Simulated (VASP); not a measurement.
Wanted: the native input for a VASP 6.6.1 run.

```
Task                   : single point
Functional             : BLYP
Potentials or basis    : VASP PAW PBE potentials, release 64 (B, P)
Cutoff                 : 520 eV
k mesh                 : 8 × 8 × 8
Occupations            : gaussian, width 0.05 eV
Spin                   : no spin polarisation
Dipole correction      : no
Further INCAR settings : ALGO = Normal; EDIFF = 1e-07; NBANDS = 11
```

The structure of BP lies in POSCAR:

```
BP
1.0
    0.0000000000      2.3130694936      2.3130694936
    2.3130694936      0.0000000000      2.3130694936
    2.3130694936      2.3130694936      0.0000000000
B P
1 1
Direct
    0.0000000000      0.0000000000      0.0000000000
    0.7500000000      0.7500000000      0.7500000000
```

This cell differs from its parent crystal: volume scaled by 1.02.

The input as run:

INCAR

```
SYSTEM = BP
PREC = Accurate ; ENCUT = 520
EDIFF = 1E-7 ; ISMEAR = 0
SIGMA = 0.05 ; LREAL = .FALSE.
LASPH = .TRUE. ; NELM = 100
ALGO = Normal ; ISIF = 2
LWAVE = .FALSE. ; LCHARG = .FALSE.
GGA = B5 ; ALDAX = 1.0
AGGAX = 1.0 ; AGGAC = 1.0
ALDAC = 0.0 ; NBANDS = 11
```

KPOINTS

```
regular mesh
0
G
  8 8 8
  0 0 0
```

Potentials or basis: VASP PAW PBE potentials, release 64 (B, P).

Command:

```console
$ cat potpaw_PBE.64/B/POTCAR potpaw_PBE.64/P/POTCAR > POTCAR
$ mpirun -np 1 vasp_std > vasp.out
```

It gave:

```
Pressure               : -3.0 GPa
Band gap on the k mesh : 1.62 eV, indirect (least direct gap 3.49 eV)
```

Caveat: the PAW data sets were made with another functional, which shifts forces and pressure a little.

Wall time 10 s on 1 thread of Intel Xeon 6975P-C, on a shared host, peak memory 0.13 GiB.
